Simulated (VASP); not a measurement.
Input of a VASP 6.6.1 run:

INCAR

```
SYSTEM = Al
ALGO = Normal
EDIFF = 1E-6
EDIFFG = -0.005
ENCUT = 600
GGA = PE
IBRION = 2
ISIF = 3
ISMEAR = -1
LASPH = .TRUE.
LCHARG = .FALSE.
LREAL = .FALSE.
LWAVE = .FALSE.
NELM = 80
NSW = 60
PREC = Accurate
SIGMA = 0.05
```

Contents of KPOINTS:

```
k-points
0
G
  10 10 7
  0 0 0
```

POSCAR

```
Al
1.0
    3.7708090469      0.0000000000      0.0000000000
   -1.8854045234      3.2656164274      0.0000000000
    0.0000000000      0.0000000000      5.3545488466
Al
4
Direct
    0.0000000000      0.0000000000      0.0000000000
    0.0000000000      0.0000000000      0.5000000000
    0.3333333333      0.6666666667      0.2500000000
    0.6666666667      0.3333333333      0.7500000000
```

Potentials or basis: VASP PAW PBE potentials, release 64 (Al).

Command:

```bash
$ cat potpaw_PBE.64/Al/POTCAR > POTCAR
$ mpirun -np 1 vasp_std > vasp.out
```

**Question.** What does it give for the relaxed volume?

**Answer.** 20.07 Å³/atom.

**Question.** Predict the band gap on the k mesh.

**Answer.** Zero (bands 6 and 7 overlap by 2.79 eV).

**Question.** Estimate the relaxed cell.

**Answer.** a = 4.193 Å, b = 4.193 Å, c = 5.271 Å, α = 90.00°, β = 90.00°, γ = 120.00°.

**Question.** Predict the space group after relaxing (to 0.1 Å).

**Answer.** P6_3/mmc (No. 194).

The path:
```tsv
step	energy change (eV)	largest force (eV/Å)	pressure (GPa)	volume (Å³)
1	0.0000	0.0000	17.91	65.94
2	-0.6808	0.0000	-3.17	85.09
3	-0.7212	0.0000	-0.26	80.56
4	-0.7213	0.0000	-0.49	80.87
5	-0.7637	0.0000	-0.46	80.72
6	-0.8157	0.0000	0.21	80.03
7	-0.8196	0.0000	-0.04	80.27
8	-0.8205	0.0000	0.02	80.20
9	-0.8205	0.0000	0.04	80.19
10	-0.8205	0.0000	-0.02	80.26
```

Caveat: the volume moved by over 15 % at a fixed basis, so the end points are rough.
